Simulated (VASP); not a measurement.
# Si2W in VASP: further runs, part 2 of 2

VASP 6.6.1. The steps go on from the part before.

### 5 Single point, PBE

This run uses another cell than the first one: it holds 3 atoms, not 6.

Input file INCAR:

```
SYSTEM = Si2W
  PREC = Accurate
  ENCUT = 520
  EDIFF = 1E-7
  ISMEAR = -1
  SIGMA = 0.15
  LREAL = .FALSE.
  LASPH = .TRUE.
  NELM = 100
  ALGO = Normal
  ISIF = 2
  LWAVE = .FALSE.
  LCHARG = .FALSE.
  GGA = PE
  NBANDS = 18
```

Input file KPOINTS:

```
regular mesh
0
G
  18 18 18
  0 0 0
```

Input file POSCAR:

```
Si2W
1.0
   -1.6017353967      1.6017353967      3.9119864368
    1.6017353967     -1.6017353967      3.9119864368
    1.6017353967      1.6017353967     -3.9119864368
Si W
2 1
Direct
    0.3340890470      0.3340890470      0.0000000000
    0.6659109530      0.6659109530      0.0000000000
    0.0000000000      0.0000000000      0.0000000000
```

Potentials or basis: VASP PAW PBE potentials, release 64 (Si, W_sv).

Run with:

```
cat potpaw_PBE.64/Si/POTCAR potpaw_PBE.64/W_sv/POTCAR > POTCAR
mpirun -np 1 vasp_std > vasp.out
```

OUTCAR:

```text
SYSTEM = Si2W
   PREC = Accurate
   ENCUT = 520
   EDIFF = 1E-7
   ISMEAR = -1
   LREAL = .FALSE.
   LASPH = .TRUE.
   NELM = 100
   ISIF = 2
   GGA = PE

 ion  position               nearest neighbor table
   1  0.334  0.334  0.000-   2 2.60   3 2.61   3 2.61   3 2.61   3 2.61   3 2.61   2 2.62   2 2.62
                             2 2.62   2 2.62
   2  0.666  0.666  0.000-   1 2.60   3 2.61   3 2.61   3 2.61   3 2.61   3 2.61   1 2.62   1 2.62
                             1 2.62   1 2.62
   3  0.000  0.000  0.000-   2 2.61   2 2.61   2 2.61   1 2.61   2 2.61   1 2.61   1 2.61   1 2.61
                             1 2.61   2 2.61

  LATTYP: Found a body centered tetragonal cell.
 ALAT       =     3.2034707934
 C/A-ratio  =     2.4423425023

  Lattice vectors:

 A1 = (  -1.6017353967,   1.6017353967,   3.9119864368)
 A2 = (   1.6017353967,  -1.6017353967,   3.9119864368)
 A3 = (   1.6017353967,   1.6017353967,  -3.9119864368)

Analysis of symmetry for initial positions (statically):
=====================================================================
 Subroutine PRICEL returns:
 Original cell was already a primitive cell.

 Routine SETGRP: Setting up the symmetry group for a
 body centered tetragonal supercell.

 Subroutine GETGRP returns: Found 16 space group operations
 (whereof 16 operations were pure point group operations)
 out of a pool of 16 trial point group operations.

The static configuration has the point symmetry D_4h.

Analysis of symmetry for dynamics (positions and initial velocities):
=====================================================================
 Subroutine PRICEL returns:
 Original cell was already a primitive cell.

 Routine SETGRP: Setting up the symmetry group for a
 body centered tetragonal supercell.

 Subroutine GETGRP returns: Found 16 space group operations
 (whereof 16 operations were pure point group operations)
 out of a pool of 16 trial point group operations.

The dynamic configuration has the point symmetry D_4h.

 Subroutine INISYM returns: Found 16 space group operations
 (whereof 16 operations are pure point group operations),
 and found     1 'primitive' translations

----------------------------------------------------------------------------------------

                                     Primitive cell

  volume of cell :      40.1457

  direct lattice vectors                    reciprocal lattice vectors
    -1.601735397  1.601735397  3.911986437     0.000000000  0.312161423  0.127812304
     1.601735397 -1.601735397  3.911986437     0.312161423  0.000000000  0.127812304
     1.601735397  1.601735397 -3.911986437     0.312161423  0.312161423  0.000000000

  length of vectors
     4.520481218  4.520481218  4.520481218     0.337314006  0.337314006  0.441462917

  position of ions in fractional coordinates (direct lattice)
     0.334089047  0.334089047  0.000000000
     0.665910953  0.665910953  0.000000000
     0.000000000  0.000000000  0.000000000

  ion indices of the primitive-cell ions
   primitive index   ion index
                 1           1
                 2           2
                 3           3

----------------------------------------------------------------------------------------

 KPOINTS: regular mesh

Automatic generation of k-mesh.
 Grid dimensions read from file:
 generate k-points for:   18   18   18

 Generating k-lattice:

  Cartesian coordinates                     Fractional coordinates (reciprocal lattice)
     0.000000000  0.017342301  0.007100684     0.055555556  0.000000000  0.000000000
     0.017342301  0.000000000  0.007100684     0.000000000  0.055555556  0.000000000
     0.017342301  0.017342301  0.000000000     0.000000000  0.000000000  0.055555556

  Length of vectors
     0.018739667  0.018739667  0.024525718

  Shift w.r.t. Gamma in fractional coordinates (k-lattice)
     0.000000000  0.000000000  0.000000000

 Subroutine IBZKPT returns following result:
 ===========================================

 Found    480 irreducible k-points:

 Following reciprocal coordinates:
            Coordinates               Weight
  0.000000  0.000000  0.000000      1.000000
  0.055556  0.000000  0.000000      8.000000
  0.111111  0.000000  0.000000      8.000000
  0.166667  0.000000 -0.000000      8.000000
  0.222222  0.000000  0.000000      8.000000
  0.277778 -0.000000  0.000000      8.000000
[... 16 lines left out ...]
 -0.277778  0.055556 -0.000000     16.000000
 -0.222222  0.055556  0.000000     16.000000
 [... further k-points ...]
   k-points           NKPTS =    480   k-points in BZ     NKDIM =    480   number of bands    NBANDS=     18
   number of dos      NEDOS =    301   number of ions     NIONS =      3
   total plane-waves  NPLWV =  46656
   dimension x,y,z NGX =    36 NGY =   36 NGZ =   36
   dimension x,y,z NGXF=    72 NGYF=   72 NGZF=   72
   ions per type =               2   1
   NGX,Y,Z   is equivalent  to a cutoff of  13.24, 13.24, 13.24 a.u.
   NGXF,Y,Z  is equivalent  to a cutoff of  26.48, 26.48, 26.48 a.u.
 SYSTEM =  Si2W
   PREC   = accura    normal or accurate (medium, high low for compatibility)
   ISTART =      0    job   : 0-new  1-cont  2-samecut
   ICHARG =      2    charge: 1-file 2-atom 10-const
   ISPIN  =      1    spin polarized calculation?
   LNONCOLLINEAR =      F non collinear calculations
   LSORBIT =      F    spin-orbit coupling
   LASPH  =      T    aspherical Exc in radial PAW
   ENCUT  =  520.0 eV  38.22 Ry    6.18 a.u.   8.41  8.41  8.41*2*pi/ulx,y,z
   NELM   =    100;   NELMIN=  2; NELMDL= -5     # of ELM steps
   EDIFF  = 0.1E-06   stopping-criterion for ELM
   LREAL  =      F    real-space projection
   EDIFFG = 0.1E-05   stopping-criterion for IOM
   NSW    =      0    number of steps for IOM
   IBRION =     -1    ionic relax: 0-MD 1-quasi-New 2-CG
   NFREE  =      0    steps in history (QN), initial steepest desc. (CG)
   ISIF   =      2    stress and relaxation
   ISYM   =      2    0-nonsym 1-usesym 2-fastsym
   POTIM  = 0.5000    time-step for ionic-motion
   TEBEG  =    0.0;   TEEND  =   0.0 temperature during run
   PSTRESS=    0.0 pullay stress
   NELECT =      22.0000    total number of electrons
   NUPDOWN=      -1.0000    fix difference up-down
   EMIN   =  10.00;   EMAX   =-10.00  energy-range for DOS
   EFERMI =   0.00;   METHOD = LEGACY
   ISMEAR =    -1;   SIGMA  =   0.15  broadening in eV -4-tet -1-fermi 0-gaus
   EFERMI_NEDOS =   21; number of points for ismear=-14 and -15
   IALGO  =     38    algorithm
   IMIX   =      4    mixing-type and parameters
     AMIX     =   0.40;   BMIX     =  1.00
     AMIX_MAG =   1.60;   BMIX_MAG =  1.00
  volume/ion in A,a.u.               =      13.38        90.31
  Fermi-wavevector in a.u.,A,eV,Ry     =   1.339685  2.531638 24.419144  1.794756
  Thomas-Fermi vector in A             =   2.468058
   LORBIT       =      0    0 simple, 1 ext, 2 COOP (PROOUT), +10 PAW based schemes
   GGA     = PE    functional components
   LHFCALC =     F    Hartree Fock is set to
   AEXX    =    0.0000 exact exchange contribution
   IVDW    =     0    specifies the selected vdW correction
   LEPSILON=     F    determine dielectric tensor
   LRPA    =     F    only Hartree local field effects (RPA)
 non-spin polarized calculation
  energy-cutoff  :      520.00
  volume of cell :       40.15
 maximum number of plane-waves:      1104
 NGX is ok and might be reduce to    36

 number of electron      21.9999999 magnetization

 Free energy of the ion-electron system (eV)
  ---------------------------------------------------
  ext. energy  EPLUGINS =         0.00000000
  ---------------------------------------------------
  free energy    TOTEN  =       -24.81302380 eV

  energy without entropy =      -24.78324665  energy(sigma->0) =      -24.79813523

 E-fermi :  12.0793     XC(G=0): -12.5637

 val. band max:       12.0420473450   @ k =  -0.3889   0.5000   0.3333
 cond. band min:      12.1132939562   @ k =  -0.3889  -0.4444   0.3889
 fundamental gap:      0.0712466112
 Fermi energy:        12.0793196116

 k-point     1 :       0.0000    0.0000    0.0000
  band No.  band energies     occupation
      1     -61.7771      2.00000
      2     -26.0498      2.00000
      3     -26.0167      2.00000
      4     -26.0167      2.00000
      5      -2.0785      2.00000
      6       5.1724      2.00000
[... 481 lines left out ...]
      5      -1.1640      2.00000
      6       5.3042      2.00000
[... 10 lines left out ...]
     17      18.4370      0.00000
     18      20.2941      0.00000

 [... further k-points ...]

------------------------ aborting loop because EDIFF is reached ----------------------------------------

  FORCE on cell =-STRESS in cart. coord.  units (eV):
  Direction    XX          YY          ZZ          XY          YZ          ZX
  --------------------------------------------------------------------------------------
  -------------------------------------------------------------------------------------
  Total        1.2857252      1.2857252      1.2642968      0.0000000     -0.0000000      0.0000000
  in kB       51.3121081     51.3121081     50.4569197      0.0000000     -0.0000000      0.0000000
  external PRESSURE =      51.0270453 kB  Pullay stress =       0.0000000 kB

 VOLUME and BASIS-vectors are now :
 -----------------------------------------------------------------------------
  energy-cutoff  :      520.00
  volume of cell :       40.15
      direct lattice vectors                 reciprocal lattice vectors
    -1.601735397  1.601735397  3.911986437     0.000000000  0.312161423  0.127812304
     1.601735397 -1.601735397  3.911986437     0.312161423  0.000000000  0.127812304
     1.601735397  1.601735397 -3.911986437     0.312161423  0.312161423  0.000000000

 POSITION                                       TOTAL-FORCE (eV/Angst)
 -----------------------------------------------------------------------------------
      0.00000      0.00000      2.61390        -0.000000     -0.000000     -0.003713
      0.00000      0.00000      5.21007         0.000000      0.000000      0.003713
      0.00000      0.00000      0.00000        -0.000000     -0.000000     -0.000000
 -----------------------------------------------------------------------------------
    total drift:                                0.000000     -0.000000     -0.000000

  FREE ENERGIE OF THE ION-ELECTRON SYSTEM (eV)
  ---------------------------------------------------
  free  energy   TOTEN  =       -24.8130238042 eV

  energy  without entropy=      -24.7832466540  energy(sigma->0) =      -24.79813523
```

stdout:

```text
POSCAR found type information on POSCAR SiW
 POSCAR found :  2 types and       3 ions
 scaLAPACK will be used
 LDA part: xc-table for (Slater+PW92), standard interpolation
 POSCAR, INCAR and KPOINTS ok, starting setup
 FFT: planning ... GRIDC
 FFT: planning ... GRID_SOFT
 FFT: planning ... GRID
 WAVECAR not read
 entering main loop
```

Wall time 13 min (1 thread of AMD EPYC 7R43 (Zen 3), shared host); peak memory 0.42 GiB.

What came out:

```
Free energy            : -24.8130 eV
Pressure               : 5.1 GPa
Largest force          : 0.004 eV/Å
Band gap on the k mesh : zero (bands 11 and 12 overlap by 1.31 eV)
```

Forces in eV/Å, atoms in the order of the input:
```
Si   0.000  0.000 -0.004
Si   0.000  0.000  0.004
W    0.000  0.000  0.000
```

Levels at points of the mesh, in eV from the Fermi level:
| k point | band 8 | band 9 | band 10 | band 11 | band 12 | band 13 | band 14 | band 15 |
| --- | --- | --- | --- | --- | --- | --- | --- | --- |
| (0.00, 0.00, 0.00) | -3.36 | -2.88 | -2.88 | 0.63 | 2.77 | 2.87 | 3.13 | 3.13 |
| (0.50, 0.00, 0.00) | -4.89 | -2.81 | -2.80 | -0.46 | 2.74 | 2.78 | 3.95 | 4.45 |
| (0.50, 0.50, 0.00) | -5.52 | -5.07 | -3.31 | -1.75 | 2.76 | 3.01 | 3.17 | 3.88 |
| (0.50, 0.50, 0.50) | -2.63 | -0.86 | -0.86 | -0.52 | -0.52 | 0.81 | 4.47 | 4.97 |

Caveat: the cell stands under pressure; spin-orbit coupling is left out, which moves the levels of the heavy elements.

### 6 Single point, PBE (strained and its atoms moved)

Input file INCAR:

```
SYSTEM = Si2W
  PREC = Accurate
  ENCUT = 520
  EDIFF = 1E-6
  ISMEAR = 0
  SIGMA = 0.1
  LREAL = .False.
  LASPH = .True.
  NELM = 100
  ALGO = Fast
  ISIF = 2
  LWAVE = .False.
  LCHARG = .False.
  GGA = PE
  NBANDS = 18
```

Input file KPOINTS:

```
regular mesh
0
Gamma
  18 18 18
  0 0 0
```

Input file POSCAR:

```
Si2W
1.0
   -1.6547421000      1.6547421000      4.0004790000
    1.6547421000     -1.6547421000      4.0004790000
    1.6547421000      1.6547421000     -4.0004790000
Si W
2 1
Direct
    0.2941438810      0.2941438810      0.0000000000
    0.7058561190      0.7058561190      0.0000000000
    0.0000000000      0.0000000000      0.0000000000
```

Potentials or basis: VASP PAW PBE potentials, release 64 (Si, W_sv).

Run with:

```
cat potpaw_PBE.64/Si/POTCAR potpaw_PBE.64/W_sv/POTCAR > POTCAR
mpirun -np 1 vasp_std > vasp.out
```

OUTCAR:

```text
SYSTEM = Si2W
   PREC = Accurate
   ENCUT = 520
   EDIFF = 1E-6
   ISMEAR = 0
   LREAL = .False.
   LASPH = .True.
   NELM = 100
   ISIF = 2
   GGA = PE

 ion  position               nearest neighbor table
   1  0.294  0.294  0.000-   3 2.35   2 2.44   2 2.44   2 2.44   2 2.44   3 2.86   3 2.86   3 2.86
                             3 2.86
   2  0.706  0.706  0.000-   3 2.35   1 2.44   1 2.44   1 2.44   1 2.44   3 2.86   3 2.86   3 2.86
                             3 2.86
   3  0.000  0.000  0.000-   1 2.35   2 2.35   1 2.86   2 2.86   2 2.86   2 2.86   1 2.86   1 2.86
                             2 2.86   1 2.86

  LATTYP: Found a body centered tetragonal cell.
 ALAT       =     3.3094842000
 C/A-ratio  =     2.4175845892

  Lattice vectors:

 A1 = (  -1.6547421000,   1.6547421000,   4.0004790000)
 A2 = (   1.6547421000,  -1.6547421000,   4.0004790000)
 A3 = (   1.6547421000,   1.6547421000,  -4.0004790000)

Analysis of symmetry for initial positions (statically):
=====================================================================
 Subroutine PRICEL returns:
 Original cell was already a primitive cell.

 Routine SETGRP: Setting up the symmetry group for a
 body centered tetragonal supercell.

[... 172 lines left out ...]
 cond. band min:      10.6760468352   @ k =   0.3889   0.2778   0.0556
 fundamental gap:      0.0134466672
 Fermi energy:        10.6745067517

 k-point     1 :       0.0000    0.0000    0.0000
  band No.  band energies     occupation
      1     -63.3168      2.00000
      2     -27.6744      2.00000
      3     -27.4494      2.00000
      4     -27.4494      2.00000
      5      -3.1646      2.00000
      6       5.5818      2.00000
[... 481 lines left out ...]
      5      -2.3739      2.00000
      6       4.4940      2.00000
[... 10 lines left out ...]
     17      17.0645      0.00000
     18      17.6384      0.00000

 [... further k-points ...]

------------------------ aborting loop because EDIFF is reached ----------------------------------------

  FORCE on cell =-STRESS in cart. coord.  units (eV):
  Direction    XX          YY          ZZ          XY          YZ          ZX
  --------------------------------------------------------------------------------------
  -------------------------------------------------------------------------------------
  Total       -2.3878983     -2.3878983      3.5260521      0.0000000      0.0000000     -0.0000000
  in kB      -87.3159911    -87.3159911    128.9337712      0.0000000      0.0000000     -0.0000000
  external PRESSURE =     -15.2327370 kB  Pullay stress =       0.0000000 kB

 VOLUME and BASIS-vectors are now :
 -----------------------------------------------------------------------------
  energy-cutoff  :      520.00
  volume of cell :       43.82
      direct lattice vectors                 reciprocal lattice vectors
    -1.654742100  1.654742100  4.000479000     0.000000000  0.302161890  0.124985033
     1.654742100 -1.654742100  4.000479000     0.302161890  0.000000000  0.124985033
     1.654742100  1.654742100 -4.000479000     0.302161890  0.302161890  0.000000000

 POSITION                                       TOTAL-FORCE (eV/Angst)
 -----------------------------------------------------------------------------------
      0.00000      0.00000      2.35343         0.000000      0.000000      4.720273
      0.00000      0.00000      5.64753         0.000000      0.000000     -4.720273
      0.00000      0.00000      0.00000        -0.000000     -0.000000      0.000000
 -----------------------------------------------------------------------------------
    total drift:                               -0.000000      0.000000      0.000000

  FREE ENERGIE OF THE ION-ELECTRON SYSTEM (eV)
  ---------------------------------------------------
  free  energy   TOTEN  =       -23.1104846120 eV

  energy  without entropy=      -23.1052638808  energy(sigma->0) =      -23.10787425
```

Wall time 12 min (1 thread of Oxide Virtual Turin-like, shared host); peak memory 0.45 GiB.

What came out:

- Free energy: -23.1105 eV
- Pressure: -1.5 GPa
- Largest force: 4.720 eV/Å
- Band gap on the k mesh: zero (bands 11 and 12 overlap by 2.19 eV)

Forces on the atoms (eV/Å):
```
Si   0.000  0.000  4.720
Si   0.000  0.000 -4.720
W    0.000  0.000  0.000
```

Caveat: the cell differs from its parent crystal (strained and its atoms moved); the stress differs along the axes, from -9 to 13 GPa; spin-orbit coupling is left out, which moves the levels of the heavy elements; forces of over 1 eV/Å act on the atoms, so gaps and moduli don't describe the material at rest.

### 7 Single point, PBE (one atom moved)

Input file INCAR:

```
SYSTEM = Si2W
ALGO = Fast
EDIFF = 1E-6
ENCUT = 520
GGA = PE
ISIF = 2
ISMEAR = 0
LASPH = .TRUE.
LCHARG = .FALSE.
LREAL = .FALSE.
LWAVE = .FALSE.
NBANDS = 18
NELM = 80
PREC = Accurate
SIGMA = 0.1
```

Input file KPOINTS:

```
k-points
0
G
  16 16 16
  0 0 0
```

Input file POSCAR:

```
Si2W
1.0
   -1.6060000000      1.6060000000      3.9400000000
    1.6060000000     -1.6060000000      3.9400000000
    1.6060000000      1.6060000000     -3.9400000000
Si W
2 1
Direct
    0.3330000000      0.3610199253      0.0280199253
    0.6670000000      0.6670000000      0.0000000000
    0.0000000000      0.0000000000      0.0000000000
```

Run with:

```
cat potpaw_PBE.64/Si/POTCAR potpaw_PBE.64/W_sv/POTCAR > POTCAR
mpirun -np 1 vasp_std > vasp.out
```

It took 37 min on 1 thread of Oxide Virtual Turin-like, shared host; peak memory 0.8 GiB.

Results (log left out):

```yaml
Free_energy: -24.7749 eV
Pressure: 2.2 GPa
Largest_force: 0.785 eV/Å
Band_gap_on_the_k_mesh: zero (bands 11 and 12 overlap by 1.29 eV)
```

Forces on the atoms (eV/Å):
```
Si  -0.764  0.000  0.177
Si   0.300  0.000 -0.246
W    0.464  0.000  0.069
```

Stress tensor (GPa, compression positive):
```
2.91 0.00 0.48
0.00 3.28 0.00
0.48 0.00 0.39
```

Levels at points of the mesh, in eV from the Fermi level:
```
           k point  band 9  band 10  band 11  band 12  band 13  band 14
(0.00, 0.00, 0.00)   -2.88    -2.83     0.66     2.57     2.81     3.19
(0.50, 0.00, 0.00)   -2.84    -2.66    -0.43     2.69     2.76     3.92
(0.00, 0.50, 0.00)   -2.83    -2.64    -0.46     2.40     2.72     3.82
(0.50, 0.00, 0.50)   -2.79    -2.78    -0.43     2.72     3.06     3.98
(0.50, 0.50, 0.00)   -5.05    -3.28    -1.71     2.61     2.98     3.11
(0.50, 0.50, 0.50)   -0.88    -0.83    -0.54    -0.51     0.85     4.29
```

Caveat: the cell differs from its parent crystal (one atom moved); spin-orbit coupling is left out, which moves the levels of the heavy elements.

### 8 Summary

| cell | k mesh | smearing | gap on the mesh (eV) | pressure (GPa) | largest force (eV/Å) |
| --- | --- | --- | --- | --- | --- |
| a = 3.374, b = 3.194, c = 7.824 Å, 6 atoms, atomic positions A | 12 × 12 × 6 | gaussian 0.1 eV | none | -5.0 | - |
| a = 4.635 Å, angles 138.2, 138.2, 60.7°, 3 atoms, atomic positions B | 18 × 18 × 18 | gaussian 0.1 eV | none | -1.5 | 4.72 |
| a = 4.548 Å, angles 138.6, 138.6, 59.9°, 3 atoms, atomic positions C | 16 × 16 × 16 | gaussian 0.1 eV | none | 2.2 | 0.78 |
| a = 4.520 Å, angles 138.5, 138.5, 60.1°, 3 atoms, atomic positions D | 18 × 18 × 18 | fermi-dirac 0.15 eV | none | 5.1 | - |

Alike in all rows: task single point; level PBE; potentials or basis VASP PAW PBE potentials, release 64 (Si, W_sv); no spin polarisation; cutoff (eV) 520.

Caveats: spin-orbit coupling is left out, which moves the levels of the heavy elements; the stress differs along the axes, from -15 to 0 GPa (at least some runs); the stress differs along the axes, from -9 to 13 GPa (at least some runs); forces of over 1 eV/Å act on the atoms, so gaps and moduli don't describe the material at rest (at least some runs); the cell stands under pressure (at least some runs).

Total energies depend on the potentials used, so only differences within one code and one set of settings carry meaning.

The gap in the log of VASP goes by the Fermi energy; the results here count the filled bands.